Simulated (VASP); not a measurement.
# MgB2 (P6/mmm) in VASP: relaxation of cell and atoms with r2SCAN

Aim: the relaxation of cell and atoms of MgB2 with r2SCAN.

Program: VASP 6.6.1. These are calculated values, not measurements. Logs are shortened: lines on timing, memory, paths and dates and some standing lists are left out, and cuts for length are marked.

## Step 1: The cell of the first run

The structure is hexagonal, space group P6/mmm (No. 191). The conventional cell has a = 3.066 Å, b = 3.066 Å, c = 3.521 Å, α = 90.00°, β = 90.00°, γ = 120.00°. Mg (site symmetry 6/mmm) has 12 B at 2.50 Å and 6 Mg at 3.07 Å within 3.3 Å. Within 2.4 Å of B (site symmetry -6m2) lie 3 B at 1.77 Å.

## Step 2: Relaxation of cell and atoms, r2SCAN

Input file POSCAR:

```
MgB2
1.0
    3.0657312923      0.0000000000      0.0000000000
   -1.5328656462      2.6550011804      0.0000000000
    0.0000000000      0.0000000000      3.5205112977
Mg B
1 2
Direct
    0.0000000000      0.0000000000      0.0000000000
    0.3333333333      0.6666666667      0.5000000000
    0.6666666667      0.3333333333      0.5000000000
```

Input file INCAR.step1:

```
SYSTEM = MgB2
ALGO = Normal
EDIFF = 1E-4
ENCUT = 600
GGA = PE
ISMEAR = -1
LASPH = .TRUE.
LCHARG = .FALSE.
LREAL = .FALSE.
LWAVE = .TRUE.
NELM = 100
PREC = Accurate
SIGMA = 0.15
```

Input file INCAR.step2:

```
SYSTEM = MgB2
ALGO = Normal
EDIFF = 1E-6
EDIFFG = -0.001
ENCUT = 600
IBRION = 2
ISIF = 3
ISMEAR = -1
ISTART = 1
LASPH = .TRUE.
LCHARG = .FALSE.
LMIXTAU = .TRUE.
LREAL = .FALSE.
LWAVE = .FALSE.
METAGGA = R2SCAN
NELM = 100
NSW = 80
PREC = Accurate
SIGMA = 0.15
```

Input file KPOINTS:

```
k-points
0
G
  15 15 12
  0 0 0
```

Potentials or basis: VASP PAW PBE potentials, release 64 (Mg, B).

Launch:

```
cat potpaw_PBE.64/Mg/POTCAR potpaw_PBE.64/B/POTCAR > POTCAR
cp INCAR.step1 INCAR
mpirun -np 1 vasp_std > vasp.out
cp INCAR.step2 INCAR
mpirun -np 1 vasp_std > vasp.out
```

OUTCAR:

```text
SYSTEM = MgB2
   EDIFF = 1E-6
   EDIFFG = -0.001
   ENCUT = 600
   IBRION = 2
   ISIF = 3
   ISMEAR = -1
   ISTART = 1
   LASPH = .TRUE.
   LREAL = .FALSE.
   METAGGA = R2SCAN
   NELM = 100
   NSW = 80
   PREC = Accurate

 ion  position               nearest neighbor table
   1  0.000  0.000  0.000-   2 2.50   3 2.50   2 2.50   3 2.50   3 2.50   3 2.50   2 2.50   2 2.50
                             3 2.50   3 2.50   2 2.50   2 2.50
   2  0.333  0.667  0.500-   3 1.77   3 1.77   3 1.77   1 2.50   1 2.50   1 2.50   1 2.50   1 2.50
                             1 2.50
   3  0.667  0.333  0.500-   2 1.77   2 1.77   2 1.77   1 2.50   1 2.50   1 2.50   1 2.50   1 2.50
                             1 2.50

  LATTYP: Found a hexagonal cell.
 ALAT       =     3.0657312923
 C/A-ratio  =     1.1483430745

  Lattice vectors:

 A1 = (   3.0657312923,   0.0000000000,   0.0000000000)
 A2 = (  -1.5328656462,   2.6550011804,   0.0000000000)
 A3 = (   0.0000000000,   0.0000000000,   3.5205112977)

Analysis of symmetry for initial positions (statically):
=====================================================================
 Subroutine PRICEL returns:
 Original cell was already a primitive cell.

 Routine SETGRP: Setting up the symmetry group for a
 hexagonal supercell.

 Subroutine GETGRP returns: Found 24 space group operations
 (whereof 24 operations were pure point group operations)
 out of a pool of 24 trial point group operations.

The static configuration has the point symmetry D_6h.

Analysis of symmetry for dynamics (positions and initial velocities):
=====================================================================
 Subroutine PRICEL returns:
 Original cell was already a primitive cell.

 Routine SETGRP: Setting up the symmetry group for a
 hexagonal supercell.

 Subroutine GETGRP returns: Found 24 space group operations
 (whereof 24 operations were pure point group operations)
 out of a pool of 24 trial point group operations.

The dynamic configuration has the point symmetry D_6h.

 Subroutine INISYM returns: Found 24 space group operations
 (whereof 24 operations are pure point group operations),
 and found     1 'primitive' translations

----------------------------------------------------------------------------------------

                                     Primitive cell

  volume of cell :      28.6553

  direct lattice vectors                    reciprocal lattice vectors
     3.065731292  0.000000000  0.000000000     0.326186448  0.188323833  0.000000000
    -1.532865646  2.655001180  0.000000000     0.000000000  0.376647667  0.000000000
     0.000000000  0.000000000  3.520511298     0.000000000  0.000000000  0.284049649

  length of vectors
     3.065731292  3.065731292  3.520511298     0.376647667  0.376647667  0.284049649

  position of ions in fractional coordinates (direct lattice)
     0.000000000  0.000000000  0.000000000
     0.333333333  0.666666667  0.500000000
     0.666666667  0.333333333  0.500000000

  ion indices of the primitive-cell ions
   primitive index   ion index
                 1           1
                 2           2
                 3           3

----------------------------------------------------------------------------------------

 KPOINTS: k-points

Automatic generation of k-mesh.
 Grid dimensions read from file:
 generate k-points for:   15   15   12

 Generating k-lattice:

  Cartesian coordinates                     Fractional coordinates (reciprocal lattice)
     0.021745763  0.012554922  0.000000000     0.066666667  0.000000000  0.000000000
     0.000000000  0.025109844  0.000000000     0.000000000  0.066666667  0.000000000
     0.000000000  0.000000000  0.023670804     0.000000000  0.000000000  0.083333333

  Length of vectors
     0.025109844  0.025109844  0.023670804

  Shift w.r.t. Gamma in fractional coordinates (k-lattice)
     0.000000000  0.000000000  0.000000000

 Subroutine IBZKPT returns following result:
 ===========================================

 Found    189 irreducible k-points:

 Following reciprocal coordinates:
            Coordinates               Weight
  0.000000  0.000000  0.000000      1.000000
  0.066667 -0.000000  0.000000      6.000000
  0.133333 -0.000000  0.000000      6.000000
  0.200000 -0.000000  0.000000      6.000000
  0.266667 -0.000000  0.000000      6.000000
  0.333333  0.000000  0.000000      6.000000
[... 16 lines left out ...]
  0.333333  0.200000  0.000000     12.000000
  0.400000  0.200000  0.000000      6.000000
 [... further k-points ...]
   k-points           NKPTS =    189   k-points in BZ     NKDIM =    189   number of bands    NBANDS=      8
   number of dos      NEDOS =    301   number of ions     NIONS =      3
   total plane-waves  NPLWV =  16128
   dimension x,y,z NGX =    24 NGY =   24 NGZ =   28
   dimension x,y,z NGXF=    48 NGYF=   48 NGZF=   56
   ions per type =               1   2
   NGX,Y,Z   is equivalent  to a cutoff of  13.01, 13.01, 13.22 a.u.
   NGXF,Y,Z  is equivalent  to a cutoff of  26.03, 26.03, 26.44 a.u.
 SYSTEM =  MgB2
   PREC   = accura    normal or accurate (medium, high low for compatibility)
   ISTART =      1    job   : 0-new  1-cont  2-samecut
   ICHARG =      0    charge: 1-file 2-atom 10-const
   ISPIN  =      1    spin polarized calculation?
   LNONCOLLINEAR =      F non collinear calculations
   LSORBIT =      F    spin-orbit coupling
   LASPH  =      T    aspherical Exc in radial PAW
   ENCUT  =  600.0 eV  44.10 Ry    6.64 a.u.   6.12  6.12  7.03*2*pi/ulx,y,z
   NELM   =    100;   NELMIN=  2; NELMDL=  0     # of ELM steps
   EDIFF  = 0.1E-05   stopping-criterion for ELM
   LREAL  =      F    real-space projection
   EDIFFG = -.1E-02   stopping-criterion for IOM
   NSW    =     80    number of steps for IOM
   IBRION =      2    ionic relax: 0-MD 1-quasi-New 2-CG
   NFREE  =      1    steps in history (QN), initial steepest desc. (CG)
   ISIF   =      3    stress and relaxation
   ISYM   =      2    0-nonsym 1-usesym 2-fastsym
   POTIM  = 0.5000    time-step for ionic-motion
   TEBEG  =    0.0;   TEEND  =   0.0 temperature during run
   PSTRESS=    0.0 pullay stress
   NELECT =       8.0000    total number of electrons
   NUPDOWN=      -1.0000    fix difference up-down
   EMIN   =  10.00;   EMAX   =-10.00  energy-range for DOS
   EFERMI =   0.00;   METHOD = LEGACY
   ISMEAR =    -1;   SIGMA  =   0.15  broadening in eV -4-tet -1-fermi 0-gaus
   EFERMI_NEDOS =   21; number of points for ismear=-14 and -15
   IALGO  =     38    algorithm
   IMIX   =      4    mixing-type and parameters
     AMIX     =   0.40;   BMIX     =  1.00
     AMIX_MAG =   1.60;   BMIX_MAG =  1.00
  volume/ion in A,a.u.               =       9.55        64.46
  Fermi-wavevector in a.u.,A,eV,Ry     =   1.069966  2.021943 15.576320  1.144827
  Thomas-Fermi vector in A             =   2.205662
   LORBIT       =      0    0 simple, 1 ext, 2 COOP (PROOUT), +10 PAW based schemes
   METAGGA = R2SCAN    functional components
   LHFCALC =     F    Hartree Fock is set to
   AEXX    =    0.0000 exact exchange contribution
   IVDW    =     0    specifies the selected vdW correction
   LEPSILON=     F    determine dielectric tensor
   LRPA    =     F    only Hartree local field effects (RPA)
 conjugate gradient relaxation of ions
 non-spin polarized calculation
  energy-cutoff  :      600.00
  volume of cell :       28.66
 maximum number of plane-waves:       975
   NGX = 13   NGY = 13   NGZ = 15

--------------------------------------- Ionic step        1  -------------------------------------------

 number of electron       8.0000000 magnetization

 Free energy of the ion-electron system (eV)
  ---------------------------------------------------
  ext. energy  EPLUGINS =         0.00000000
  ---------------------------------------------------
  free energy    TOTEN  =       -19.43026521 eV

  energy without entropy =      -19.38416796  energy(sigma->0) =      -19.40721659

------------------------ aborting loop because EDIFF is reached ----------------------------------------

  FORCE on cell =-STRESS in cart. coord.  units (eV):
  Direction    XX          YY          ZZ          XY          YZ          ZX
  --------------------------------------------------------------------------------------
  -------------------------------------------------------------------------------------
  Total        0.0215885      0.0215885     -0.2153675     -0.0000000     -0.0000000     -0.0000000
  in kB        1.2070584      1.2070584    -12.0416538     -0.0000000     -0.0000000     -0.0000000
  external PRESSURE =      -3.2091790 kB  Pullay stress =       0.0000000 kB

 VOLUME and BASIS-vectors are now :
 -----------------------------------------------------------------------------
  energy-cutoff  :      600.00
  volume of cell :       28.66
      direct lattice vectors                 reciprocal lattice vectors
     3.065731292  0.000000000  0.000000000     0.326186448  0.188323833  0.000000000
    -1.532865646  2.655001180  0.000000000     0.000000000  0.376647667  0.000000000
     0.000000000  0.000000000  3.520511298     0.000000000  0.000000000  0.284049649
[... 112 lines left out ...]
 POSITION                                       TOTAL-FORCE (eV/Angst)
 -----------------------------------------------------------------------------------
      3.06708     -0.00000     -0.00000        -0.000000      0.000000      0.000000
     -0.00000      1.77078      1.75252         0.000000      0.000000     -0.000000
      1.53354      0.88539      1.75252         0.000000     -0.000000      0.000000
 -----------------------------------------------------------------------------------
    total drift:                                0.000000     -0.000000      0.000000

  FREE ENERGIE OF THE ION-ELECTRON SYSTEM (eV)
  ---------------------------------------------------
  free  energy   TOTEN  =       -19.4307491155 eV

  energy  without entropy=      -19.3844387559  energy(sigma->0) =      -19.40759394

--------------------------------------- Ionic step        5  -------------------------------------------

 number of electron       8.0000000 magnetization

 Free energy of the ion-electron system (eV)
  ---------------------------------------------------
  ext. energy  EPLUGINS =         0.00000000
  ---------------------------------------------------
  free energy    TOTEN  =       -19.43074926 eV

  energy without entropy =      -19.38442882  energy(sigma->0) =      -19.40758904

 E-fermi :   5.3964     XC(G=0): -11.5969

 val. band max:        5.3769448996   @ k =   0.0667  -0.0000   0.0833
 cond. band min:       5.3999566784   @ k =   0.4000   0.0000   0.5000
 fundamental gap:      0.0230117788
 Fermi energy:         5.3964179415

 k-point     1 :       0.0000    0.0000    0.0000
  band No.  band energies     occupation
      1      -7.9306      2.00000
      2       2.2208      2.00000
      3       5.7898      0.13542
      4       5.7898      0.13542
      5       7.3965      0.00000
      6      12.0866      0.00000
      7      12.0866      0.00000
      8      14.0620      0.00000

 k-point     2 :       0.0667   -0.0000    0.0000
  band No.  band energies     occupation
      1      -7.8483      2.00000
      2       2.3014      2.00000
      3       5.3496      1.15491
      4       5.5849      0.44319
      5       7.4656      0.00000
      6      12.0725      0.00000
      7      12.4611      0.00000
      8      14.2548      0.00000
[... 221 lines left out ...]
 k-point    23 :       0.3333    0.2000    0.0000
  band No.  band energies     occupation
      1      -4.0701      2.00000
      2      -1.6960      2.00000
      3       0.7813      2.00000
      4       5.7873      0.13753
      5       8.8336      0.00000
      6      10.9649      0.00000
      7      12.3253      0.00000
      8      14.4909      0.00000

 k-point    24 :       0.4000    0.2000    0.0000
  band No.  band energies     occupation
      1      -3.3483      2.00000
      2      -2.5182      2.00000
      3       0.6785      2.00000
      4       6.2058      0.00903
      5       8.3230      0.00000
      6      11.5689      0.00000
      7      11.8172      0.00000
      8      14.4345      0.00000

 [... further k-points ...]
[... 5 lines left out ...]
  --------------------------------------------------------------------------------------
  -------------------------------------------------------------------------------------
  Total       -0.0028406     -0.0028406      0.0020875      0.0000000      0.0000000      0.0000000
  in kB       -0.1593515     -0.1593515      0.1171063      0.0000000      0.0000000      0.0000000
  external PRESSURE =      -0.0671989 kB  Pullay stress =       0.0000000 kB

 VOLUME and BASIS-vectors are now :
 -----------------------------------------------------------------------------
  energy-cutoff  :      600.00
  volume of cell :       28.56
      direct lattice vectors                 reciprocal lattice vectors
     3.067369240 -0.000000000 -0.000000000     0.326012267  0.188223270  0.000000000
    -1.533684620  2.656419685 -0.000000000     0.000000000  0.376446540  0.000000000
     0.000000000 -0.000000000  3.505094191     0.000000000  0.000000000  0.285299038

 POSITION                                       TOTAL-FORCE (eV/Angst)
 -----------------------------------------------------------------------------------
      0.00000     -0.00000      3.50509         0.000000      0.000000      0.000000
     -0.00000      1.77095      1.75255        -0.000000     -0.000000      0.000000
      1.53368      0.88547      1.75255        -0.000000      0.000000     -0.000000
 -----------------------------------------------------------------------------------
    total drift:                                0.000000     -0.000000      0.000000

  FREE ENERGIE OF THE ION-ELECTRON SYSTEM (eV)
  ---------------------------------------------------
  free  energy   TOTEN  =       -19.4307492633 eV

  energy  without entropy=      -19.3844288199  energy(sigma->0) =      -19.40758904

 reached required accuracy - stopping structural energy minimisation
```

Run time: 2.6 min. Hardware: 1 thread of Intel Xeon 6975P-C (Granite Rapids), shared host; peak memory 0.21 GiB.

What came out:

* Free energy: -19.4307 eV
* Relaxed volume: 9.52 Å³/atom
* Relaxed cell: a = 3.067 Å, b = 3.067 Å, c = 3.505 Å, α = 90.00°, β = 90.00°, γ = 120.00°
* Space group after relaxing (to 0.1 Å): P6/mmm (No. 191)
* Energy gained by relaxing: 0.2 meV/atom
* Ionic steps: 5
* Pressure after relaxing: 0.0 GPa
* Band gap on the k mesh: zero (bands 4 and 5 overlap by 4.03 eV)

The path:
```
step  energy change (eV)  largest force (eV/Å)  pressure (GPa)  volume (Å³)
   1              0.0000                0.0000           -0.32        28.66
   2             -0.0005                0.0000           -0.05        28.58
   3             -0.0005                0.0000            0.02        28.56
   4             -0.0005                0.0000            0.02        28.55
   5             -0.0005                0.0000           -0.01        28.56
```

Final structure:
```cif
data_structure
_symmetry_space_group_name_H-M 'P 1'
_symmetry_Int_Tables_number 1
_cell_length_a 3.0674
_cell_length_b 3.0674
_cell_length_c 3.5051
_cell_angle_alpha 90.000
_cell_angle_beta 90.000
_cell_angle_gamma 120.000
_cell_volume 28.56
loop_
_atom_site_label
_atom_site_type_symbol
_atom_site_fract_x
_atom_site_fract_y
_atom_site_fract_z
_atom_site_occupancy
Mg1 Mg 0.00000 0.00000 0.00000 1
B1 B 0.33333 0.66667 0.50000 1
B2 B 0.66667 0.33333 0.50000 1
```

Levels at points of the mesh, in eV from the Fermi level:
```
           k point  band 2  band 3  band 4  band 5  band 6  band 7
(0.00, 0.00, 0.00)   -3.18    0.39    0.39    2.00    6.69    6.69
(0.00, 0.00, 0.50)   -7.83    0.80    0.80    7.00    7.00    8.68
```

Caveat: the PAW data sets were made with another functional, which shifts forces and pressure a little.

The gap in the log of VASP goes by the Fermi energy; the results here count the filled bands.